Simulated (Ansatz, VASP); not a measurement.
**SrO in VASP and in Ansatz**

```xyz
2
Lattice="0.0000 2.4878 2.6333 2.4878 0.0000 2.6333 2.4878 2.4878 0.0000" Properties=species:S:1:pos:R:3 pbc="T T T"
Sr    2.4878    2.4878    2.6333
O     0.0000    0.0000    0.0000
```

Change from the starting cell: epitaxial_xy strain -3.6%.

Alike in both runs: task single point; functional r2SCAN; k mesh 8 × 8 × 8; no spin polarisation.

|  | VASP | Ansatz |
| --- | --- | --- |
| version | VASP 6.6.1 | Ansatz 0.2.0 |
| potentials or method | VASP PAW PBE potentials, release 64 (Sr_sv, O) | plane waves, PAW |
| plane-wave cutoff (eV) | 520 | 500 |
| occupations | gaussian, width 0.01 eV | fixed |
| valence electrons in the cell | 16 | 16 |

VASP gave:

* gap on the k mesh at the Fermi level (eV): 3.58
* pressure (GPa): 7.0
* traceless stress, the component that is largest in VASP (GPa): -6.57

Question: Estimate Ansatz's values.

Answer: gap on the k mesh at the Fermi level (eV): 3.64; pressure (GPa): 6.3; traceless stress, the component that is largest in VASP (GPa): -6.26.

VASP's potentials were made for PBE, not for r2SCAN.
